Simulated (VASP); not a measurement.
# Si2Mo (I4/mmm) in VASP: notebook

Si2Mo is run at these levels: PBEsol, LDA; tasks: single point, relaxation of cell and atoms.

All numbers are computed with VASP 6.6.1; they aren't measurements. Logs are shortened: lines on timing, memory, paths and dates and some standing lists are left out, and cuts for length are marked.

**1. The cell of the first run**

It takes space group I4/mmm (No. 139, tetragonal). Conventional cell: a = 3.143 Å, b = 3.143 Å, c = 7.729 Å, α = 90.00°, β = 90.00°, γ = 90.00°. Mo (site symmetry 4/mmm) has 10 Si at 2.56 to 2.58 Å and 4 Mo at 3.14 Å within 3.4 Å. Within 3.4 Å of Si (site symmetry 4mm) lie 9 Si at 2.56 to 3.14 Å and 5 Mo at 2.56 to 2.58 Å.

**2. Single point, PBEsol**

Contents of INCAR:

```
PREC = Accurate ; ENCUT = 520
EDIFF = 1E-6 ; ISMEAR = -1
SIGMA = 0.05 ; LREAL = F
LASPH = T ; NELM = 100
ALGO = Normal ; ISIF = 2
LWAVE = F ; LCHARG = F
GGA = PS ; NBANDS = 18
```

Contents of KPOINTS:

```
regular mesh
0
Gamma
  12 12 12
```

Contents of POSCAR:

```
Si2Mo
1.0
   -1.5715830046      1.5715830046      3.8643009893
    1.5715830046     -1.5715830046      3.8643009893
    1.5715830046      1.5715830046     -3.8643009893
Mo Si
1 2
Direct
    0.0000000000      0.0000000000      0.0000000000
    0.6655801498      0.6655801498      0.0000000000
    0.3344198502      0.3344198502      0.0000000000
```

Potentials or basis: VASP PAW PBE potentials, release 64 (Mo_sv, Si).

Command:

```console
> cat potpaw_PBE.64/Mo_sv/POTCAR potpaw_PBE.64/Si/POTCAR > POTCAR
> mpirun -np 1 vasp_std > vasp.out
```

OUTCAR:

```text
PREC = Accurate
   ENCUT = 520
   EDIFF = 1E-6
   ISMEAR = -1
   LREAL = F
   LASPH = T
   NELM = 100
   ISIF = 2
   GGA = PS

 ion  position               nearest neighbor table
   1  0.000  0.000  0.000-   2 2.56   2 2.56   3 2.56   3 2.56   2 2.56   2 2.56   3 2.56   3 2.56
                             2 2.58   3 2.58
   2  0.666  0.666  0.000-   3 2.56   1 2.56   1 2.56   1 2.56   1 2.56   3 2.58   3 2.58   3 2.58
                             3 2.58   1 2.58
   3  0.334  0.334  0.000-   2 2.56   1 2.56   1 2.56   1 2.56   1 2.56   2 2.58   2 2.58   2 2.58
                             2 2.58   1 2.58

  LATTYP: Found a body centered tetragonal cell.
 ALAT       =     3.1431660092
 C/A-ratio  =     2.4588589836

  Lattice vectors:

 A1 = (  -1.5715830046,   1.5715830046,   3.8643009893)
 A2 = (   1.5715830046,  -1.5715830046,   3.8643009893)
 A3 = (   1.5715830046,   1.5715830046,  -3.8643009893)

Analysis of symmetry for initial positions (statically):
=====================================================================
 Subroutine PRICEL returns:
 Original cell was already a primitive cell.

 Routine SETGRP: Setting up the symmetry group for a
 body centered tetragonal supercell.

 Subroutine GETGRP returns: Found 16 space group operations
 (whereof 16 operations were pure point group operations)
 out of a pool of 16 trial point group operations.

The static configuration has the point symmetry D_4h.

Analysis of symmetry for dynamics (positions and initial velocities):
=====================================================================
 Subroutine PRICEL returns:
 Original cell was already a primitive cell.

 Routine SETGRP: Setting up the symmetry group for a
 body centered tetragonal supercell.

 Subroutine GETGRP returns: Found 16 space group operations
 (whereof 16 operations were pure point group operations)
 out of a pool of 16 trial point group operations.

The dynamic configuration has the point symmetry D_4h.

 Subroutine INISYM returns: Found 16 space group operations
 (whereof 16 operations are pure point group operations),
 and found     1 'primitive' translations

----------------------------------------------------------------------------------------

                                     Primitive cell

  volume of cell :      38.1773

  direct lattice vectors                    reciprocal lattice vectors
    -1.571583005  1.571583005  3.864300989     0.000000000  0.318150552  0.129389507
     1.571583005 -1.571583005  3.864300989     0.318150552  0.000000000  0.129389507
     1.571583005  1.571583005 -3.864300989     0.318150552  0.318150552  0.000000000

  length of vectors
     4.457865904  4.457865904  4.457865904     0.343455118  0.343455118  0.449932825

  position of ions in fractional coordinates (direct lattice)
     0.000000000  0.000000000  0.000000000
     0.665580150  0.665580150  0.000000000
     0.334419850  0.334419850  0.000000000

  ion indices of the primitive-cell ions
   primitive index   ion index
                 1           1
                 2           2
                 3           3

----------------------------------------------------------------------------------------

 KPOINTS: regular mesh

Automatic generation of k-mesh.
 Grid dimensions read from file:
 generate k-points for:   12   12   12

 Generating k-lattice:

  Cartesian coordinates                     Fractional coordinates (reciprocal lattice)
     0.000000000  0.026512546  0.010782459     0.083333333  0.000000000 -0.000000000
     0.026512546  0.000000000  0.010782459     0.000000000  0.083333333 -0.000000000
     0.026512546  0.026512546  0.000000000     0.000000000  0.000000000  0.083333333

  Length of vectors
     0.028621260  0.028621260  0.037494402

  Shift w.r.t. Gamma in fractional coordinates (k-lattice)
     0.000000000  0.000000000  0.000000000

 Subroutine IBZKPT returns following result:
 ===========================================

 Found    163 irreducible k-points:

 Following reciprocal coordinates:
            Coordinates               Weight
  0.000000  0.000000  0.000000      1.000000
  0.083333  0.000000 -0.000000      8.000000
  0.166667  0.000000 -0.000000      8.000000
  0.250000  0.000000 -0.000000      8.000000
  0.333333  0.000000  0.000000      8.000000
  0.416667  0.000000  0.000000      8.000000
[... 16 lines left out ...]
  0.500000  0.166667 -0.000000     16.000000
 -0.416667  0.166667 -0.000000     16.000000
 [... further k-points ...]
   k-points           NKPTS =    163   k-points in BZ     NKDIM =    163   number of bands    NBANDS=     18
   number of dos      NEDOS =    301   number of ions     NIONS =      3
   total plane-waves  NPLWV =  46656
   dimension x,y,z NGX =    36 NGY =   36 NGZ =   36
   dimension x,y,z NGXF=    72 NGYF=   72 NGZF=   72
   ions per type =               1   2
   NGX,Y,Z   is equivalent  to a cutoff of  13.43, 13.43, 13.43 a.u.
   NGXF,Y,Z  is equivalent  to a cutoff of  26.85, 26.85, 26.85 a.u.
 SYSTEM =  unknown system
   PREC   = accura    normal or accurate (medium, high low for compatibility)
   ISTART =      0    job   : 0-new  1-cont  2-samecut
   ICHARG =      2    charge: 1-file 2-atom 10-const
   ISPIN  =      1    spin polarized calculation?
   LNONCOLLINEAR =      F non collinear calculations
   LSORBIT =      F    spin-orbit coupling
   LASPH  =      T    aspherical Exc in radial PAW
   ENCUT  =  520.0 eV  38.22 Ry    6.18 a.u.   8.29  8.29  8.29*2*pi/ulx,y,z
   NELM   =    100;   NELMIN=  2; NELMDL= -5     # of ELM steps
   EDIFF  = 0.1E-05   stopping-criterion for ELM
   LREAL  =      F    real-space projection
   EDIFFG = 0.1E-04   stopping-criterion for IOM
   NSW    =      0    number of steps for IOM
   IBRION =     -1    ionic relax: 0-MD 1-quasi-New 2-CG
   NFREE  =      0    steps in history (QN), initial steepest desc. (CG)
   ISIF   =      2    stress and relaxation
   ISYM   =      2    0-nonsym 1-usesym 2-fastsym
   POTIM  = 0.5000    time-step for ionic-motion
   TEBEG  =    0.0;   TEEND  =   0.0 temperature during run
   PSTRESS=    0.0 pullay stress
   NELECT =      22.0000    total number of electrons
   NUPDOWN=      -1.0000    fix difference up-down
   EMIN   =  10.00;   EMAX   =-10.00  energy-range for DOS
   EFERMI =   0.00;   METHOD = LEGACY
   ISMEAR =    -1;   SIGMA  =   0.05  broadening in eV -4-tet -1-fermi 0-gaus
   EFERMI_NEDOS =   21; number of points for ismear=-14 and -15
   IALGO  =     38    algorithm
   IMIX   =      4    mixing-type and parameters
     AMIX     =   0.40;   BMIX     =  1.00
     AMIX_MAG =   1.60;   BMIX_MAG =  1.00
  volume/ion in A,a.u.               =      12.73        85.88
  Fermi-wavevector in a.u.,A,eV,Ry     =   1.362324  2.574420 25.251430  1.855928
  Thomas-Fermi vector in A             =   2.488824
   LORBIT       =      0    0 simple, 1 ext, 2 COOP (PROOUT), +10 PAW based schemes
   GGA     = PS    functional components
   LHFCALC =     F    Hartree Fock is set to
   AEXX    =    0.0000 exact exchange contribution
   IVDW    =     0    specifies the selected vdW correction
   LEPSILON=     F    determine dielectric tensor
   LRPA    =     F    only Hartree local field effects (RPA)
 non-spin polarized calculation
  energy-cutoff  :      520.00
  volume of cell :       38.18
 maximum number of plane-waves:      1046
 NGX is ok and might be reduce to    36
   NGX = 17   NGY = 17   NGZ = 17

 number of electron      22.0000000 magnetization

 Free energy of the ion-electron system (eV)
  ---------------------------------------------------
  ext. energy  EPLUGINS =         0.00000000
  ---------------------------------------------------
  free energy    TOTEN  =       -25.02682730 eV

  energy without entropy =      -25.02460190  energy(sigma->0) =      -25.02571460

 E-fermi :  12.9838     XC(G=0): -12.7617

 val. band max:       12.9108822984   @ k =  -0.4167   0.5000   0.3333
 cond. band min:      13.0077730574   @ k =   0.0833   0.0000  -0.0000
 fundamental gap:      0.0968907590
 Fermi energy:        12.9838156255

 k-point     1 :       0.0000    0.0000    0.0000
  band No.  band energies     occupation
      1     -47.5753      2.00000
      2     -21.8031      2.00000
      3     -21.6846      2.00000
      4     -21.6846      2.00000
      5      -0.8595      2.00000
      6       6.2538      2.00000
[... 10 lines left out ...]
     17      18.4014      0.00000
     18      18.4014      0.00000

 k-point     2 :       0.0833    0.0000   -0.0000
  band No.  band energies     occupation
      1     -47.5737      2.00000
      2     -21.8015      2.00000
      3     -21.7065      2.00000
      4     -21.6826      2.00000
      5      -0.7265      2.00000
      6       6.2772      2.00000
[... 10 lines left out ...]
     17      18.5035      0.00000
     18      19.1367      0.00000

 k-point     3 :       0.1667    0.0000   -0.0000
  band No.  band energies     occupation
      1     -47.5693      2.00000
      2     -21.7971      2.00000
      3     -21.7659      2.00000
      4     -21.6771      2.00000
      5      -0.3351      2.00000
      6       6.2837      2.00000
[... 10 lines left out ...]
     17      19.1761      0.00000
     18      20.5672      0.00000

 k-point     4 :       0.2500    0.0000   -0.0000
  band No.  band energies     occupation
      1     -47.5632      2.00000
      2     -21.8465      2.00000
      3     -21.7906      2.00000
      4     -21.6694      2.00000
      5       0.2924      2.00000
      6       6.0107      2.00000
[... 10 lines left out ...]
     17      20.2798      0.00000
     18      22.1811      0.00000

 k-point     5 :       0.3333    0.0000    0.0000
  band No.  band energies     occupation
      1     -47.5571      2.00000
      2     -21.9256      2.00000
      3     -21.7844      2.00000
      4     -21.6618      2.00000
      5       1.1208      2.00000
      6       5.2611      2.00000
[... 10 lines left out ...]
     17      20.3532      0.00000
     18      22.4945      0.00000

 k-point     6 :       0.4167    0.0000    0.0000
  band No.  band energies     occupation
      1     -47.5526      2.00000
      2     -21.9829      2.00000
      3     -21.7798      2.00000
      4     -21.6562      2.00000
      5       2.1008      2.00000
      6       4.2676      2.00000
[... 10 lines left out ...]
     17      19.8609      0.00000
     18      21.1029      0.00000

 k-point     7 :       0.5000    0.0000   -0.0000
  band No.  band energies     occupation
      1     -47.5510      2.00000
      2     -22.0037      2.00000
      3     -21.7781      2.00000
      4     -21.6542      2.00000
      5       3.0651      2.00000
      6       3.2943      2.00000
[... 10 lines left out ...]
     17      19.6824      0.00000
     18      20.3197      0.00000

 k-point     8 :       0.0833    0.0833   -0.0000
  band No.  band energies     occupation
      1     -47.5721      2.00000
      2     -21.8009      2.00000
      3     -21.7061      2.00000
      4     -21.7029      2.00000
      5      -0.5571      2.00000
      6       6.1423      2.00000
[... 10 lines left out ...]
     17      19.0910      0.00000
     18      19.3443      0.00000
[... 229 lines left out ...]
     17      20.0452      0.00000
     18      21.0709      0.00000

 k-point    20 :       0.2500    0.1667   -0.0000
  band No.  band energies     occupation
      1     -47.5572      2.00000
      2     -21.8369      2.00000
      3     -21.7865      2.00000
      4     -21.7478      2.00000
      5       0.9459      2.00000
      6       5.5444      2.00000
[... 10 lines left out ...]
     17      20.1198      0.00000
     18      21.8893      0.00000

 k-point    21 :       0.3333    0.1667   -0.0000
  band No.  band energies     occupation
      1     -47.5512      2.00000
      2     -21.9143      2.00000
      3     -21.7793      2.00000
      4     -21.7391      2.00000
      5       1.7599      2.00000
      6       5.0624      2.00000
[... 10 lines left out ...]
     17      20.7684      0.00000
     18      21.8507      0.00000

 k-point    22 :       0.4167    0.1667    0.0000
  band No.  band energies     occupation
      1     -47.5468      2.00000
      2     -21.9705      2.00000
      3     -21.7729      2.00000
      4     -21.7325      2.00000
      5       2.6943      2.00000
      6       4.2380      2.00000
[... 10 lines left out ...]
     17      20.7064      0.00000
     18      22.2307      0.00000

 k-point    23 :       0.5000    0.1667   -0.0000
  band No.  band energies     occupation
      1     -47.5452      2.00000
      2     -21.9909      2.00000
      3     -21.7693      2.00000
      4     -21.7300      2.00000
      5       3.2214      2.00000
      6       3.7077      2.00000
[... 10 lines left out ...]
     17      20.8544      0.00000
     18      22.0898      0.00000

 k-point    24 :      -0.4167    0.1667   -0.0000
  band No.  band energies     occupation
      1     -47.5469      2.00000
      2     -21.9703      2.00000
      3     -21.7695      2.00000
      4     -21.7323      2.00000
      5       2.2100      2.00000
      6       4.7559      2.00000
[... 10 lines left out ...]
     17      20.6124      0.00000
     18      21.6049      0.00000

 [... further k-points ...]
[... 5 lines left out ...]
  --------------------------------------------------------------------------------------
  -------------------------------------------------------------------------------------
  Total        2.4761911      2.4761911      2.4818743      0.0000000      0.0000000      0.0000000
  in kB      103.9176124    103.9176124    104.1561182      0.0000000      0.0000000      0.0000000
  external PRESSURE =     103.9971143 kB  Pullay stress =       0.0000000 kB

 VOLUME and BASIS-vectors are now :
 -----------------------------------------------------------------------------
  energy-cutoff  :      520.00
  volume of cell :       38.18
      direct lattice vectors                 reciprocal lattice vectors
    -1.571583005  1.571583005  3.864300989     0.000000000  0.318150552  0.129389507
     1.571583005 -1.571583005  3.864300989     0.318150552  0.000000000  0.129389507
     1.571583005  1.571583005 -3.864300989     0.318150552  0.318150552  0.000000000

 POSITION                                       TOTAL-FORCE (eV/Angst)
 -----------------------------------------------------------------------------------
      0.00000      0.00000      0.00000         0.000000      0.000000      0.000000
      0.00000      0.00000      5.14400        -0.000000     -0.000000      0.000634
      0.00000      0.00000      2.58460         0.000000      0.000000     -0.000634
 -----------------------------------------------------------------------------------
    total drift:                               -0.000000      0.000000     -0.000000

  FREE ENERGIE OF THE ION-ELECTRON SYSTEM (eV)
  ---------------------------------------------------
  free  energy   TOTEN  =       -25.0268273046 eV

  energy  without entropy=      -25.0246019023  energy(sigma->0) =      -25.02571460
```

Wall time 2.5 min (1 thread of Intel Xeon 6975P-C (Granite Rapids), shared host); peak memory 0.27 GiB.

Results:

- Free energy: -25.0268 eV
- Pressure: 10.4 GPa
- Band gap on the k mesh: zero (band 11 reaches 13.52 eV, above the bottom of band 12 at 12.53 eV)

Levels at points of the mesh, in eV from the Fermi level:
```csv
k point,band 9,band 10,band 11,band 12,band 13,band 14
"(0.00, 0.00, 0.00)",-2.77,-2.77,0.42,2.95,3.49,3.74
"(0.50, 0.00, 0.00)",-2.79,-2.70,-0.57,2.45,3.20,4.32
"(0.50, 0.50, 0.00)",-4.66,-3.30,-1.18,2.51,2.97,3.30
"(0.50, 0.50, 0.50)",-0.63,-0.63,-0.45,-0.45,0.57,4.88
```

Caveat: the PAW data sets were made with another functional, which shifts forces and pressure a little.

(Part 1 of 2 ends here.)
